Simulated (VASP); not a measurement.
# CaO (Fm-3m) in VASP: further runs

The runs below take CaO through single point, with PBEsol, r2SCAN.

Everything below comes from runs of VASP 6.6.1. Logs are shortened: lines on timing, memory, paths and dates and some standing lists are left out, and cuts for length are marked.

## Step 1: The cell of the first run

The structure is cubic, space group Fm-3m (No. 225). Conventional cell: a = 4.807 Å, b = 4.807 Å, c = 4.807 Å, α = 90.00°, β = 90.00°, γ = 90.00°. Ca (site symmetry m-3m) has 6 O at 2.40 Å within 3.2 Å. Within 3.2 Å of O (site symmetry m-3m) lie 6 Ca at 2.40 Å.

## Step 2: Single point, PBEsol

INCAR reads:

```
PREC = Accurate ; ENCUT = 520
EDIFF = 1E-7 ; ISMEAR = -1
SIGMA = 0.05 ; LREAL = False
LASPH = True ; NELM = 100
ALGO = Normal ; ISIF = 2
LWAVE = False ; LCHARG = False
GGA = PS ; NBANDS = 15
```

KPOINTS reads:

```
Automatic mesh
0
Gamma
  6 6 6
```

POSCAR reads:

```
CaO
1.0
    0.0000000000      2.4035556960      2.4035556960
    2.4035556960      0.0000000000      2.4035556960
    2.4035556960      2.4035556960      0.0000000000
Ca O
1 1
Direct
    0.0000000000      0.0000000000      0.0000000000
    0.5000000000      0.5000000000      0.5000000000
```

Potentials or basis: VASP PAW PBE potentials, release 64 (Ca_sv, O).

The run is started by

```bash
> cat potpaw_PBE.64/Ca_sv/POTCAR potpaw_PBE.64/O/POTCAR > POTCAR
> mpirun -np 1 vasp_std > vasp.out
```

OUTCAR:

```text
PREC = Accurate
   ENCUT = 520
   EDIFF = 1E-7
   ISMEAR = -1
   LREAL = False
   LASPH = True
   NELM = 100
   ISIF = 2
   GGA = PS

 ion  position               nearest neighbor table
   1  0.000  0.000  0.000-   2 2.40   2 2.40   2 2.40   2 2.40   2 2.40   2 2.40
   2  0.500  0.500  0.500-   1 2.40   1 2.40   1 2.40   1 2.40   1 2.40   1 2.40

  LATTYP: Found a face centered cubic cell.
 ALAT       =     4.8071113920

  Lattice vectors:

 A1 = (   0.0000000000,   2.4035556960,   2.4035556960)
 A2 = (   2.4035556960,   0.0000000000,   2.4035556960)
 A3 = (   2.4035556960,   2.4035556960,   0.0000000000)

Analysis of symmetry for initial positions (statically):
=====================================================================
 Subroutine PRICEL returns:
 Original cell was already a primitive cell.

 Routine SETGRP: Setting up the symmetry group for a
 face centered cubic supercell.

 Subroutine GETGRP returns: Found 48 space group operations
 (whereof 48 operations were pure point group operations)
 out of a pool of 48 trial point group operations.

The static configuration has the point symmetry O_h .

Analysis of symmetry for dynamics (positions and initial velocities):
=====================================================================
 Subroutine PRICEL returns:
 Original cell was already a primitive cell.

 Routine SETGRP: Setting up the symmetry group for a
 face centered cubic supercell.

 Subroutine GETGRP returns: Found 48 space group operations
 (whereof 48 operations were pure point group operations)
 out of a pool of 48 trial point group operations.

The dynamic configuration has the point symmetry O_h .

 Subroutine INISYM returns: Found 48 space group operations
 (whereof 48 operations are pure point group operations),
 and found     1 'primitive' translations

----------------------------------------------------------------------------------------

                                     Primitive cell

  volume of cell :      27.7711

  direct lattice vectors                    reciprocal lattice vectors
     0.000000000  2.403555696  2.403555696    -0.208025136  0.208025136  0.208025136
     2.403555696  0.000000000  2.403555696     0.208025136 -0.208025136  0.208025136
     2.403555696  2.403555696  0.000000000     0.208025136  0.208025136 -0.208025136

  length of vectors
     3.399141063  3.399141063  3.399141063     0.360310104  0.360310104  0.360310104

  position of ions in fractional coordinates (direct lattice)
     0.000000000  0.000000000  0.000000000
     0.500000000  0.500000000  0.500000000

  ion indices of the primitive-cell ions
   primitive index   ion index
                 1           1
                 2           2

----------------------------------------------------------------------------------------

 KPOINTS: Automatic mesh

Automatic generation of k-mesh.
 Grid dimensions read from file:
 generate k-points for:    6    6    6

 Generating k-lattice:

  Cartesian coordinates                     Fractional coordinates (reciprocal lattice)
    -0.034670856  0.034670856  0.034670856     0.166666667  0.000000000  0.000000000
     0.034670856 -0.034670856  0.034670856     0.000000000  0.166666667  0.000000000
     0.034670856  0.034670856 -0.034670856     0.000000000  0.000000000  0.166666667

  Length of vectors
     0.060051684  0.060051684  0.060051684

  Shift w.r.t. Gamma in fractional coordinates (k-lattice)
     0.000000000  0.000000000  0.000000000

 Subroutine IBZKPT returns following result:
 ===========================================

 Found     16 irreducible k-points:

 Following reciprocal coordinates:
            Coordinates               Weight
  0.000000  0.000000  0.000000      1.000000
  0.166667  0.000000  0.000000      8.000000
  0.333333  0.000000  0.000000      8.000000
  0.500000  0.000000  0.000000      4.000000
  0.166667  0.166667  0.000000      6.000000
  0.333333  0.166667  0.000000     24.000000
[... 8 lines left out ...]
 -0.333333  0.333333  0.166667     24.000000
 -0.333333  0.500000  0.166667     12.000000
   k-points           NKPTS =     16   k-points in BZ     NKDIM =     16   number of bands    NBANDS=     15
   number of dos      NEDOS =    301   number of ions     NIONS =      2
   total plane-waves  NPLWV =  21952
   dimension x,y,z NGX =    28 NGY =   28 NGZ =   28
   dimension x,y,z NGXF=    56 NGYF=   56 NGZF=   56
   ions per type =               1   1
   NGX,Y,Z   is equivalent  to a cutoff of  13.69, 13.69, 13.69 a.u.
   NGXF,Y,Z  is equivalent  to a cutoff of  27.39, 27.39, 27.39 a.u.
 SYSTEM =  unknown system
   PREC   = accura    normal or accurate (medium, high low for compatibility)
   ISTART =      0    job   : 0-new  1-cont  2-samecut
   ICHARG =      2    charge: 1-file 2-atom 10-const
   ISPIN  =      1    spin polarized calculation?
   LNONCOLLINEAR =      F non collinear calculations
   LSORBIT =      F    spin-orbit coupling
   LASPH  =      T    aspherical Exc in radial PAW
   ENCUT  =  520.0 eV  38.22 Ry    6.18 a.u.   6.32  6.32  6.32*2*pi/ulx,y,z
   NELM   =    100;   NELMIN=  2; NELMDL= -5     # of ELM steps
   EDIFF  = 0.1E-06   stopping-criterion for ELM
   LREAL  =      F    real-space projection
   EDIFFG = 0.1E-05   stopping-criterion for IOM
   NSW    =      0    number of steps for IOM
   IBRION =     -1    ionic relax: 0-MD 1-quasi-New 2-CG
   NFREE  =      0    steps in history (QN), initial steepest desc. (CG)
   ISIF   =      2    stress and relaxation
   ISYM   =      2    0-nonsym 1-usesym 2-fastsym
   POTIM  = 0.5000    time-step for ionic-motion
   TEBEG  =    0.0;   TEEND  =   0.0 temperature during run
   PSTRESS=    0.0 pullay stress
   NELECT =      16.0000    total number of electrons
   NUPDOWN=      -1.0000    fix difference up-down
   EMIN   =  10.00;   EMAX   =-10.00  energy-range for DOS
   EFERMI =   0.00;   METHOD = LEGACY
   ISMEAR =    -1;   SIGMA  =   0.05  broadening in eV -4-tet -1-fermi 0-gaus
   EFERMI_NEDOS =   21; number of points for ismear=-14 and -15
   IALGO  =     38    algorithm
   IMIX   =      4    mixing-type and parameters
     AMIX     =   0.40;   BMIX     =  1.00
     AMIX_MAG =   1.60;   BMIX_MAG =  1.00
  volume/ion in A,a.u.               =      13.89        93.70
  Fermi-wavevector in a.u.,A,eV,Ry     =   1.362231  2.574243 25.247954  1.855672
  Thomas-Fermi vector in A             =   2.488738
   LORBIT       =      0    0 simple, 1 ext, 2 COOP (PROOUT), +10 PAW based schemes
   GGA     = PS    functional components
   LHFCALC =     F    Hartree Fock is set to
   AEXX    =    0.0000 exact exchange contribution
   IVDW    =     0    specifies the selected vdW correction
   LEPSILON=     F    determine dielectric tensor
   LRPA    =     F    only Hartree local field effects (RPA)
 non-spin polarized calculation
  energy-cutoff  :      520.00
  volume of cell :       27.77
 maximum number of plane-waves:       757
 NGX is ok and might be reduce to    28
   NGX = 13   NGY = 13   NGZ = 13

 number of electron      15.9999997 magnetization

 Free energy of the ion-electron system (eV)
  ---------------------------------------------------
  ext. energy  EPLUGINS =         0.00000000
  ---------------------------------------------------
  free energy    TOTEN  =       -13.40810785 eV

  energy without entropy =      -13.40810785  energy(sigma->0) =      -13.40810785

 E-fermi :   3.2043     XC(G=0): -10.7336

 val. band max:        2.1919033085   @ k =   0.0000   0.0000   0.0000
 cond. band min:       5.7266294905   @ k =   0.5000   0.5000   0.0000
 fundamental gap:      3.5347261820
 Fermi energy:         3.2043388398

 k-point     1 :       0.0000    0.0000    0.0000
  band No.  band energies     occupation
      1     -35.1956      2.00000
      2     -16.0370      2.00000
      3     -16.0370      2.00000
      4     -16.0370      2.00000
      5     -13.2511      2.00000
      6       2.1919      2.00000
      7       2.1919      2.00000
      8       2.1919      2.00000
      9       6.7525      0.00000
     10       8.3844      0.00000
     11       8.3844      0.00000
     12       8.3844      0.00000
     13       9.9199      0.00000
     14       9.9199      0.00000
     15      17.0198      0.00000

 k-point     2 :       0.1667    0.0000    0.0000
  band No.  band energies     occupation
      1     -35.1692      2.00000
      2     -16.3984      2.00000
      3     -16.0510      2.00000
      4     -16.0510      2.00000
      5     -12.8716      2.00000
      6       1.3097      2.00000
      7       1.8363      2.00000
      8       1.8363      2.00000
      9       7.8727      0.00000
     10       8.3495      0.00000
     11       8.8517      0.00000
     12       8.8517      0.00000
     13      10.5542      0.00000
     14      10.5542      0.00000
     15      17.9367      0.00000

 k-point     3 :       0.3333    0.0000    0.0000
  band No.  band energies     occupation
      1     -35.1157      2.00000
      2     -16.9572      2.00000
      3     -16.0788      2.00000
      4     -16.0788      2.00000
      5     -12.2712      2.00000
      6       0.0295      2.00000
      7       1.2353      2.00000
      8       1.2353      2.00000
      9       8.6720      0.00000
     10       9.7927      0.00000
     11       9.9283      0.00000
     12       9.9283      0.00000
     13      11.8647      0.00000
     14      11.8647      0.00000
     15      17.3258      0.00000

 k-point     4 :       0.5000    0.0000    0.0000
  band No.  band energies     occupation
      1     -35.0888      2.00000
      2     -17.1914      2.00000
      3     -16.0924      2.00000
      4     -16.0924      2.00000
      5     -12.0132      2.00000
      6      -0.5013      2.00000
      7       0.9733      2.00000
      8       0.9733      2.00000
      9       9.2072      0.00000
     10      10.5204      0.00000
     11      10.5663      0.00000
     12      10.5663      0.00000
     13      12.6650      0.00000
     14      12.6650      0.00000
     15      16.3384      0.00000
[... 163 lines left out ...]
 k-point    14 :       0.5000    0.3333    0.1667
  band No.  band energies     occupation
      1     -35.0818      2.00000
      2     -16.8057      2.00000
      3     -16.3029      2.00000
      4     -16.1753      2.00000
      5     -12.4721      2.00000
      6       0.3214      2.00000
      7       1.2065      2.00000
      8       1.4310      2.00000
      9       7.5241      0.00000
     10       9.6819      0.00000
     11      10.6631      0.00000
     12      10.9069      0.00000
     13      11.9365      0.00000
     14      13.4096      0.00000
     15      17.2535      0.00000

 k-point    15 :      -0.3333    0.3333    0.1667
  band No.  band energies     occupation
      1     -35.0643      2.00000
      2     -16.8017      2.00000
      3     -16.3774      2.00000
      4     -16.2375      2.00000
      5     -12.4498      2.00000
      6       0.4372      2.00000
      7       1.0805      2.00000
      8       1.1695      2.00000
      9       8.6673      0.00000
     10       8.6817      0.00000
     11      10.8760      0.00000
     12      11.3283      0.00000
     13      12.3285      0.00000
     14      15.0101      0.00000
     15      15.8015      0.00000

 k-point    16 :      -0.3333    0.5000    0.1667
  band No.  band energies     occupation
      1     -35.0564      2.00000
      2     -16.5650      2.00000
      3     -16.4334      2.00000
      4     -16.3712      2.00000
      5     -12.6991      2.00000
      6       0.9597      2.00000
      7       1.1021      2.00000
      8       1.3666      2.00000
      9       7.1391      0.00000
     10       9.8288      0.00000
     11      10.5405      0.00000
     12      11.7893      0.00000
     13      11.9308      0.00000
     14      15.0240      0.00000
     15      15.7096      0.00000

------------------------ aborting loop because EDIFF is reached ----------------------------------------

  FORCE on cell =-STRESS in cart. coord.  units (eV):
  Direction    XX          YY          ZZ          XY          YZ          ZX
  --------------------------------------------------------------------------------------
  -------------------------------------------------------------------------------------
  Total       -0.3732214     -0.3732214     -0.3732214      0.0000000     -0.0000000      0.0000000
  in kB      -21.5320112    -21.5320112    -21.5320112      0.0000000     -0.0000000      0.0000000
  external PRESSURE =     -21.5320112 kB  Pullay stress =       0.0000000 kB

 VOLUME and BASIS-vectors are now :
 -----------------------------------------------------------------------------
  energy-cutoff  :      520.00
  volume of cell :       27.77
      direct lattice vectors                 reciprocal lattice vectors
     0.000000000  2.403555696  2.403555696    -0.208025136  0.208025136  0.208025136
     2.403555696  0.000000000  2.403555696     0.208025136 -0.208025136  0.208025136
     2.403555696  2.403555696  0.000000000     0.208025136  0.208025136 -0.208025136

 POSITION                                       TOTAL-FORCE (eV/Angst)
 -----------------------------------------------------------------------------------
      0.00000      0.00000      0.00000         0.000000      0.000000      0.000000
      2.40356      2.40356      2.40356        -0.000000     -0.000000     -0.000000
 -----------------------------------------------------------------------------------
    total drift:                                0.000000      0.000000      0.000000

  FREE ENERGIE OF THE ION-ELECTRON SYSTEM (eV)
  ---------------------------------------------------
  free  energy   TOTEN  =       -13.4081078502 eV

  energy  without entropy=      -13.4081078502  energy(sigma->0) =      -13.40810785
```

It took 6.7 s on 1 thread of Intel Xeon Platinum 8375C at 2.90GHz (Ice Lake), shared host; peak memory 0.16 GiB.

Results:

- Free energy: -13.4081 eV
- Pressure: -2.2 GPa
- Band gap on the k mesh: 3.53 eV, indirect (least direct gap 3.91 eV)

Caveat: the PAW data sets were made with another functional, which shifts forces and pressure a little. A k mesh can miss the band edges.

## Step 3: Single point, r2SCAN

POSCAR is that of step 2.

INCAR.step1 reads:

```
  ALGO = Normal
  EDIFF = 1E-4
  ENCUT = 520
  GGA = PE
  ISMEAR = -1
  LASPH = T
  LCHARG = F
  LREAL = F
  LWAVE = T
  NBANDS = 15
  NELM = 60
  PREC = Accurate
  SIGMA = 0.05
```

INCAR.step2 reads:

```
  ALGO = Normal
  EDIFF = 1E-6
  ENCUT = 520
  ISIF = 2
  ISMEAR = -1
  ISTART = 1
  LASPH = T
  LCHARG = F
  LMIXTAU = T
  LREAL = F
  LWAVE = F
  METAGGA = R2SCAN
  NBANDS = 15
  NELM = 60
  PREC = Accurate
  SIGMA = 0.05
```

KPOINTS reads:

```
k-points
0
Gamma
  6 6 6
```

Potentials or basis: VASP PAW PBE potentials, release 64 (Ca_sv, O).

The run is started by

```bash
> cat potpaw_PBE.64/Ca_sv/POTCAR potpaw_PBE.64/O/POTCAR > POTCAR
> cp INCAR.step1 INCAR
> mpirun -np 1 vasp_std > vasp.out
> cp INCAR.step2 INCAR
> mpirun -np 1 vasp_std > vasp.out
```

It took 27 s on 1 thread of Intel Xeon Platinum 8375C at 2.90GHz (Ice Lake), shared host; peak memory 0.16 GiB.

Results (log left out):

```
Free energy            : -19.4540 eV
Pressure               : 0.1 GPa
Band gap on the k mesh : 4.19 eV, indirect (least direct gap 4.56 eV)
```

Levels at points of the mesh, in eV from the valence-band top:
```csv
k point,band 5,band 6,band 7,band 8,band 9,band 10,band 11,band 12
"(0.00, 0.00, 0.00)",-16.47,0.00,0.00,0.00,5.42,6.85,6.85,6.85
"(0.50, 0.00, 0.00)",-15.20,-2.60,-1.20,-1.20,7.70,9.04,9.04,9.21
"(0.50, 0.50, 0.00)",-16.25,-1.29,-0.37,-0.37,4.19,8.76,9.63,10.23
```

Caveat: the PAW data sets were made with another functional, which shifts forces and pressure a little. r2SCAN opens gaps a little over a GGA but as a rule still falls short of measured ones.

(Continued in part 2 of 2.)
